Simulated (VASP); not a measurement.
A run of VASP 6.6.1:

INCAR

```
PREC = Accurate
ENCUT = 520
EDIFF = 1E-6
ISMEAR = 0
SIGMA = 0.05
LREAL = False
LASPH = True
NELM = 100
ALGO = Normal
ISIF = 2
LWAVE = False
LCHARG = False
GGA = PS
NBANDS = 11
```

The input KPOINTS:

```
regular mesh
0
Gamma
  10 10 10
```

POSCAR

```
SiC
1.0
    0.0000000000      2.1420104787      2.1420104787
    2.1420104787      0.0000000000      2.1420104787
    2.1420104787      2.1420104787      0.0000000000
Si C
1 1
Direct
    0.0000000000      0.0000000000      0.0000000000
    0.7500000000      0.7500000000      0.7500000000
```

Potentials or basis: VASP PAW PBE potentials, release 64 (Si, C).

Command:

```console
$ cat potpaw_PBE.64/Si/POTCAR potpaw_PBE.64/C/POTCAR > POTCAR
$ mpirun -np 1 vasp_std > vasp.out
```

Hardware: 1 thread of Intel Xeon 6975P-C, on a shared host.

Question: Estimate the wall time of this run.

Answer: Wall time 14 s on 1 thread of Intel Xeon 6975P-C (shared host), peak memory 0.1 GiB. Counts: scf iterations 11, k points 47.
